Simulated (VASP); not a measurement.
# AlN (R3m) in VASP: notebook

Aim: see how the results for AlN move with the level of theory and the settings. Levels: PBE, r2SCAN. Tasks: single point.

Everything below comes from runs of VASP 6.6.1. Logs are shortened: lines on timing, memory, paths and dates and some standing lists are left out, and cuts for length are marked.

## Step 1: The cell of the first run

Symmetry: R3m, No. 160, trigonal system. The conventional cell has a = 2.983 Å, b = 2.983 Å, c = 7.659 Å, α = 90.00°, β = 90.00°, γ = 120.00°. Within 2.5 Å of Al (site symmetry 3m) lie 4 N at 1.85 to 1.88 Å. N (site symmetry 3m) has 4 Al at 1.85 to 1.88 Å within 2.5 Å.

## Step 2: Single point, PBE (epitaxial 111 strain -3.5%)

The input, INCAR:

```
SYSTEM = AlN
PREC = Accurate
ENCUT = 520
EDIFF = 1E-7
ISMEAR = -1
SIGMA = 0.02
LREAL = .False.
LASPH = .True.
NELM = 100
ALGO = Normal
ISIF = 2
LWAVE = .False.
LCHARG = .False.
GGA = PE
NBANDS = 11
```

The input, KPOINTS:

```
regular mesh
0
Gamma
  10 10 10
  0 0 0
```

The input, POSCAR:

```
AlN
1.0
    0.0676630466      2.1771612309      2.1771612309
    2.1771612309      0.0676630466      2.1771612309
    2.1771612309      2.1771612309      0.0676630466
Al N
1 1
Direct
    0.0022524847      0.0022524847      0.0022524847
    0.2477475153      0.2477475153      0.2477475153
```

Potentials or basis: VASP PAW PBE potentials, release 64 (Al, N).

Started as:

```sh
> cat potpaw_PBE.64/Al/POTCAR potpaw_PBE.64/N/POTCAR > POTCAR
> mpirun -np 1 vasp_std > vasp.out
```

OUTCAR:

```text
SYSTEM = AlN
   PREC = Accurate
   ENCUT = 520
   EDIFF = 1E-7
   ISMEAR = -1
   LREAL = .False.
   LASPH = .True.
   NELM = 100
   ISIF = 2
   GGA = PE

 ion  position               nearest neighbor table
   1  0.002  0.002  0.002-   2 1.85   2 1.85   2 1.85   2 1.88
   2  0.248  0.248  0.248-   1 1.85   1 1.85   1 1.85   1 1.88

  LATTYP: Found a trigonal (rhomboedric) cell.
 ALAT       =     3.0797143274
 COS(alpha) =     0.5308222104

  Lattice vectors:

 A1 = (   0.0676630466,   2.1771612309,   2.1771612309)
 A2 = (   2.1771612309,   0.0676630466,   2.1771612309)
 A3 = (   2.1771612309,   2.1771612309,   0.0676630466)

Analysis of symmetry for initial positions (statically):
=====================================================================
 Subroutine PRICEL returns:
 Original cell was already a primitive cell.

 Routine SETGRP: Setting up the symmetry group for a
 trigonal (rhombohedral) supercell.

 Subroutine GETGRP returns: Found  6 space group operations
 (whereof  6 operations were pure point group operations)
 out of a pool of 12 trial point group operations.

The static configuration has the point symmetry C_3v.

Analysis of symmetry for dynamics (positions and initial velocities):
=====================================================================
 Subroutine PRICEL returns:
 Original cell was already a primitive cell.

 Routine SETGRP: Setting up the symmetry group for a
 trigonal (rhombohedral) supercell.

 Subroutine GETGRP returns: Found  6 space group operations
 (whereof  6 operations were pure point group operations)
 out of a pool of 12 trial point group operations.

The dynamic configuration has the point symmetry C_3v.

 Subroutine INISYM returns: Found  6 space group operations
 (whereof  6 operations are pure point group operations),
 and found     1 'primitive' translations

----------------------------------------------------------------------------------------

                                     Primitive cell

  volume of cell :      19.6778

  direct lattice vectors                    reciprocal lattice vectors
     0.067663047  2.177161231  2.177161231    -0.240650008  0.233396383  0.233396383
     2.177161231  0.067663047  2.177161231     0.233396383 -0.240650008  0.233396383
     2.177161231  2.177161231  0.067663047     0.233396383  0.233396383 -0.240650008

  length of vectors
     3.079714327  3.079714327  3.079714327     0.408485213  0.408485213  0.408485213

  position of ions in fractional coordinates (direct lattice)
[... 81 lines left out ...]
   EDIFFG = 0.1E-05   stopping-criterion for IOM
   NSW    =      0    number of steps for IOM
   IBRION =     -1    ionic relax: 0-MD 1-quasi-New 2-CG
   NFREE  =      0    steps in history (QN), initial steepest desc. (CG)
   ISIF   =      2    stress and relaxation
   ISYM   =      2    0-nonsym 1-usesym 2-fastsym
   POTIM  = 0.5000    time-step for ionic-motion
   TEBEG  =    0.0;   TEEND  =   0.0 temperature during run
   PSTRESS=    0.0 pullay stress
   NELECT =       8.0000    total number of electrons
   NUPDOWN=      -1.0000    fix difference up-down
   EMIN   =  10.00;   EMAX   =-10.00  energy-range for DOS
   EFERMI =   0.00;   METHOD = LEGACY
   ISMEAR =    -1;   SIGMA  =   0.02  broadening in eV -4-tet -1-fermi 0-gaus
   EFERMI_NEDOS =   21; number of points for ismear=-14 and -15
   IALGO  =     38    algorithm
   IMIX   =      4    mixing-type and parameters
     AMIX     =   0.40;   BMIX     =  1.00
     AMIX_MAG =   1.60;   BMIX_MAG =  1.00
  volume/ion in A,a.u.               =       9.84        66.40
  Fermi-wavevector in a.u.,A,eV,Ry     =   1.212773  2.291809 20.011708  1.470819
  Thomas-Fermi vector in A             =   2.348247
   LORBIT       =      0    0 simple, 1 ext, 2 COOP (PROOUT), +10 PAW based schemes
   GGA     = PE    functional components
   LHFCALC =     F    Hartree Fock is set to
   AEXX    =    0.0000 exact exchange contribution
   IVDW    =     0    specifies the selected vdW correction
   LEPSILON=     F    determine dielectric tensor
   LRPA    =     F    only Hartree local field effects (RPA)
 non-spin polarized calculation
  energy-cutoff  :      520.00
  volume of cell :       19.68
 maximum number of plane-waves:       546
   NGX = 11   NGY = 11   NGZ = 11

 number of electron       7.9999999 magnetization

 Free energy of the ion-electron system (eV)
  ---------------------------------------------------
  ext. energy  EPLUGINS =         0.00000000
  ---------------------------------------------------
  free energy    TOTEN  =       -14.72356394 eV

  energy without entropy =      -14.72356394  energy(sigma->0) =      -14.72356394

 E-fermi :   7.1315     XC(G=0): -11.1874

 val. band max:        6.6911073380   @ k =   0.0000   0.0000   0.0000
 cond. band min:       9.8354883594   @ k =   0.5000   0.5000   0.0000
 fundamental gap:      3.1443810214
 Fermi energy:         7.1314833971

 k-point     1 :       0.0000    0.0000    0.0000
  band No.  band energies     occupation
      1      -8.7931      2.00000
      2       6.2255      2.00000
      3       6.6911      2.00000
      4       6.6911      2.00000
      5      11.1587      0.00000
      6      18.8965      0.00000
      7      20.1104      0.00000
      8      20.1104      0.00000
      9      24.6562      0.00000
     10      24.6562      0.00000
     11      25.9503      0.00000
[... 309 lines left out ...]
 k-point    24 :       0.4000    0.3000    0.0000
  band No.  band energies     occupation
      1      -6.6169      2.00000
      2       2.2886      2.00000
      3       4.8598      2.00000
      4       4.9548      2.00000
      5      11.5078      0.00000
      6      16.5002      0.00000
      7      19.4496      0.00000
      8      21.6439      0.00000
      9      22.4301      0.00000
     10      28.4948      0.00000
     11      31.0157      0.00000

 [... further k-points ...]
[... 5 lines left out ...]
  --------------------------------------------------------------------------------------
  -------------------------------------------------------------------------------------
  Total        2.2235931      2.2235931      2.2235931     -0.8070522     -0.8070522     -0.8070522
  in kB      181.0465555    181.0465555    181.0465555    -65.7107708    -65.7107708    -65.7107708
  external PRESSURE =     181.0465555 kB  Pullay stress =       0.0000000 kB

 VOLUME and BASIS-vectors are now :
 -----------------------------------------------------------------------------
  energy-cutoff  :      520.00
  volume of cell :       19.68
      direct lattice vectors                 reciprocal lattice vectors
     0.067663047  2.177161231  2.177161231    -0.240650008  0.233396383  0.233396383
     2.177161231  0.067663047  2.177161231     0.233396383 -0.240650008  0.233396383
     2.177161231  2.177161231  0.067663047     0.233396383  0.233396383 -0.240650008

 POSITION                                       TOTAL-FORCE (eV/Angst)
 -----------------------------------------------------------------------------------
      0.00996      0.00996      0.00996         0.029661      0.029661      0.029661
      1.09554      1.09554      1.09554        -0.029661     -0.029661     -0.029661
 -----------------------------------------------------------------------------------
    total drift:                               -0.000061     -0.000061     -0.000061

  FREE ENERGIE OF THE ION-ELECTRON SYSTEM (eV)
  ---------------------------------------------------
  free  energy   TOTEN  =       -14.7235639415 eV

  energy  without entropy=      -14.7235639415  energy(sigma->0) =      -14.72356394
```

stdout:

```text
POSCAR found type information on POSCAR AlN
 POSCAR found :  2 types and       2 ions
 scaLAPACK will be used
 LDA part: xc-table for (Slater+PW92), standard interpolation
 POSCAR, INCAR and KPOINTS ok, starting setup
 FFT: planning ... GRIDC
 FFT: planning ... GRID_SOFT
 FFT: planning ... GRID
 WAVECAR not read
 entering main loop
```

It took 14 s on 1 thread of Intel Xeon 8259CL, shared host; peak memory 0.15 GiB.

What came out:

```yaml
Free_energy: -14.7236 eV
Pressure: 18.1 GPa
Largest_force: 0.051 eV/Å
Band_gap_on_the_k_mesh: 3.14 eV, indirect (least direct gap 4.47 eV)
```

Forces in eV/Å, atoms in the order of the input:
```
Al   0.030  0.030  0.030
N   -0.030 -0.030 -0.030
```

Stress tensor (GPa, compression positive):
```
18.10 -6.57 -6.57
-6.57 18.10 -6.57
-6.57 -6.57 18.10
```

Levels at points of the mesh, in eV from the valence-band top:
| k point | band 1 | band 2 | band 3 | band 4 | band 5 | band 6 | band 7 | band 8 | band 9 |
| --- | --- | --- | --- | --- | --- | --- | --- | --- | --- |
| (0.00, 0.00, 0.00) | -15.48 | -0.47 | 0.00 | 0.00 | 4.47 | 12.21 | 13.42 | 13.42 | 17.97 |
| (0.50, 0.00, 0.00) | -13.19 | -6.20 | -0.84 | -0.59 | 7.57 | 9.95 | 11.02 | 11.47 | 18.60 |
| (0.50, 0.50, 0.00) | -12.56 | -5.24 | -2.23 | -1.75 | 3.14 | 8.83 | 14.47 | 16.29 | 16.38 |
| (0.50, 0.50, 0.50) | -13.45 | -6.47 | -0.39 | -0.39 | 8.16 | 10.03 | 11.89 | 11.89 | 18.62 |

Caveat: the cell differs from its parent crystal (epitaxial 111 strain -3.5%). A k mesh can miss the band edges.

## Step 3: Single point, r2SCAN (epitaxial 111 strain -3.5%)

POSCAR is that of step 2.

The input, INCAR.step1:

```
SYSTEM = AlN
PREC = Accurate ; ENCUT = 520
ISMEAR = 0 ; SIGMA = 0.01
LREAL = .False. ; LASPH = .True.
NELM = 100 ; NBANDS = 11
GGA = PE ; ALGO = Normal
EDIFF = 1E-4 ; LWAVE = .True.
LCHARG = .False.
```

The input, INCAR.step2:

```
SYSTEM = AlN
PREC = Accurate ; ENCUT = 520
EDIFF = 1E-6 ; ISMEAR = 0
SIGMA = 0.01 ; LREAL = .False.
LASPH = .True. ; NELM = 100
ALGO = Normal ; ISIF = 2
LWAVE = .False. ; LCHARG = .False.
METAGGA = R2SCAN ; LMIXTAU = .True.
NBANDS = 11 ; ISTART = 1
```

KPOINTS is that of step 2.

Potentials or basis: VASP PAW PBE potentials, release 64 (Al, N).

Started as:

```sh
> cat potpaw_PBE.64/Al/POTCAR potpaw_PBE.64/N/POTCAR > POTCAR
> cp INCAR.step1 INCAR
> mpirun -np 1 vasp_std > vasp.out
> cp INCAR.step2 INCAR
> mpirun -np 1 vasp_std > vasp.out
```

Run time: 2 min. Hardware: 1 thread of Intel Xeon 8259CL, shared host; peak memory 0.15 GiB.

The run converged. Its results:

```yaml
Free_energy: -19.0932 eV
Pressure: 13.4 GPa
Largest_force: 0.011 eV/Å
Band_gap_on_the_k_mesh: 3.77 eV, indirect (least direct gap 5.18 eV)
```

Forces on the atoms (eV/Å):
```
Al   0.006  0.006  0.006
N   -0.006 -0.006 -0.006
```

Stress tensor (GPa, compression positive):
```
13.40 -6.96 -6.96
-6.96 13.40 -6.96
-6.96 -6.96 13.40
```

Levels at points of the mesh, in eV from the valence-band top:
| k point | band 1 | band 2 | band 3 | band 4 | band 5 | band 6 | band 7 | band 8 | band 9 |
| --- | --- | --- | --- | --- | --- | --- | --- | --- | --- |
| (0.00, 0.00, 0.00) | -16.25 | -0.48 | 0.00 | 0.00 | 5.18 | 13.15 | 14.42 | 14.42 | 18.83 |
| (0.50, 0.00, 0.00) | -13.99 | -6.24 | -0.86 | -0.60 | 8.41 | 10.89 | 11.85 | 12.28 | 19.99 |
| (0.50, 0.50, 0.00) | -13.37 | -5.30 | -2.27 | -1.78 | 3.77 | 9.71 | 15.75 | 17.56 | 17.61 |
| (0.50, 0.50, 0.50) | -14.25 | -6.52 | -0.40 | -0.40 | 9.03 | 11.02 | 12.71 | 12.71 | 19.99 |

Caveat: the cell differs from its parent crystal (epitaxial 111 strain -3.5%); the PAW data sets were made with another functional, which shifts forces and pressure a little. A k mesh can miss the band edges.
